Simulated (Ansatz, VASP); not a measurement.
## InSb in VASP and in Ansatz

The input INCAR:

```
SYSTEM = InSb
  PREC = Accurate
  ENCUT = 520
  EDIFF = 1E-7
  ISMEAR = 0
  SIGMA = 0.15
  LREAL = .FALSE.
  LASPH = .TRUE.
  NELM = 80
  ALGO = Normal
  ISIF = 2
  LWAVE = .FALSE.
  LCHARG = .FALSE.
  GGA = PE
  NBANDS = 16
```

KPOINTS

```
regular mesh
0
G
  12 12 12
  0 0 0
```

POSCAR

```
InSb
1.0
    0.0000000000      3.2391000000      3.2391000000
    3.0771450000      0.0000000000      3.2391000000
    3.0771450000      3.2391000000      0.0000000000
In Sb
1 1
Direct
    0.0000000000      0.0000000000      0.0000000000
    0.7500000000      0.7500000000      0.7500000000
```

Input for Ansatz:

```yaml
crystal:
  lattice:
    - [0.0, 3.2391, 3.2391]
    - [3.077145, 0.0, 3.2391]
    - [3.077145, 3.2391, 0.0]
  atoms:
    - { symbol: In, position: [0.0, 0.0, 0.0] }
    - { symbol: Sb, position: [0.75, 0.75, 0.75] }
basis:
  ecutwfc: 420
kpoints:
  mp_grid: { grid: [12, 12, 12] }
hamiltonian:
  xc: pbe
scf:
  occupations: { method: gaussian, width: 0.15 }
output:
  forces: true
  stress: true
  eigenvalues: true
```

Change from the starting cell: strain -0.0500 x Voigt [1, 0, 0, 0, 0, 0], atoms carried along.

Alike in both runs: task single point; functional PBE; k mesh 12 × 12 × 12; occupations gaussian, width 0.15 eV; no spin polarisation.

```csv
,VASP,Ansatz
version,VASP 6.6.1,Ansatz 0.2.0
potentials or method,"VASP PAW PBE potentials, release 64 (In_d, Sb), cutoff 520 eV","scalar-relativistic, plane waves, PAW"
valence electrons in the cell,18,28
```

|  | VASP | Ansatz | Ansatz less VASP |
| --- | --- | --- | --- |
| pressure (GPa) | 6.0 | 6.0 | +0.02 |
| traceless stress, the component that is largest in VASP (GPa) | 0.73 | 0.73 | -0.002 |

The functional is the same, so the differences come from potentials, cutoffs and numerics. VASP's potentials hold 18 valence electrons a cell and Ansatz's 28, so a difference there can come from the potentials and not from the codes.

Neither program's run includes spin-orbit coupling.
